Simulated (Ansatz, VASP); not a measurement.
**Two plane-wave programs on Pb**

INCAR

```
SYSTEM = Pb
PREC = Accurate
ENCUT = 520
EDIFF = 1E-6
ISMEAR = -1
SIGMA = 0.05
LREAL = .FALSE.
LASPH = .TRUE.
NELM = 80
ALGO = Fast
ISIF = 2
LWAVE = .FALSE.
LCHARG = .TRUE.
GGA = RP
IVDW = 13
LELF = .TRUE.
LVHAR = .TRUE.
NBANDS = 13
```

Contents of KPOINTS:

```
regular mesh
0
G
  9 9 9
  0 0 0
```

File POSCAR:

```
Pb
1.0
    0.0000000000      2.4415696833      2.4415696833
    2.4415696833      0.0000000000      2.4415696833
    2.4415696833      2.4415696833      0.0000000000
Pb
1
Direct
    0.0000000000      0.0000000000      0.0000000000
```

File input.yaml:

```yaml
crystal:
  lattice:
    - [0.0, 2.4415696833, 2.4415696833]
    - [2.4415696833, 0.0, 2.4415696833]
    - [2.4415696833, 2.4415696833, 0.0]
  atoms:
    - { symbol: Pb, position: [0.0, 0.0, 0.0] }
hamiltonian:
  xc: rpbe
  pseudopotentials: { kind: paw }
  dispersion: d4
kpoints:
  mp_grid: { grid: [9, 9, 9] }
scf:
  occupations: { method: fermi_dirac, width: 0.05 }
output:
  forces: true
  stress: true
  eigenvalues: true
```

Alike in both runs: task single point; functional RPBE; dispersion D4; k mesh 9 × 9 × 9; occupations fermi-dirac, width 0.05 eV; no spin polarisation.

|  | VASP | Ansatz |
| --- | --- | --- |
| version | VASP 6.6.1 | Ansatz 0.2.0 |
| potentials or method | VASP PAW PBE potentials, release 64 (Pb_d) | Ansatz PAW |
| plane-wave cutoff (eV) | 520 | 420 |
| valence electrons in the cell | 14 | 14 |

|  | VASP | Ansatz | Ansatz less VASP |
| --- | --- | --- | --- |
| gap on the k mesh at the Fermi level (eV) | none | none | - |
| pressure (GPa) | 2.4 | 2.4 | +0.02 |

VASP's potentials were made for PBE, not for RPBE. A gap of «none» marks a metal or a gap that the smearing closes.

Spin-orbit coupling is off throughout.
